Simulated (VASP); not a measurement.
Input of a VASP 6.6.1 run:

File INCAR:

```
PREC = Accurate
ENCUT = 520
EDIFF = 1E-6
ISMEAR = -1
SIGMA = 0.05
LREAL = F
LASPH = T
NELM = 100
ALGO = Normal
ISIF = 2
LWAVE = F
LCHARG = T
GGA = PE
IVDW = 13
LELF = T
LVHAR = T
NBANDS = 16
```

File KPOINTS:

```
Automatic mesh
0
Gamma
  7 7 7
```

File POSCAR:

```
HgTe
1.0
    0.0000000000      3.1710554852      3.1710554852
    3.1710554852      0.0000000000      3.1710554852
    3.1710554852      3.1710554852      0.0000000000
Hg Te
1 1
Direct
    0.0000000000      0.0000000000      0.0000000000
    0.7500000000      0.7500000000      0.7500000000
```

Potentials or basis: VASP PAW PBE potentials, release 64 (Hg, Te).

Run with:

```console
$ cat potpaw_PBE.64/Hg/POTCAR potpaw_PBE.64/Te/POTCAR > POTCAR
$ mpirun -np 1 vasp_std > vasp.out
```

Task: What does it give for the pressure?

Result: 4.9 GPa.

Task: Estimate the band gap on the k mesh.

Result: Zero (filled and empty bands touch).

Task: Predict the dispersion energy per atom.

Result: -0.408 eV.

Caveat: spin-orbit coupling is left out, which moves the levels of the heavy elements; pairwise dispersion overbinds metals, which lowers pressure and volume.
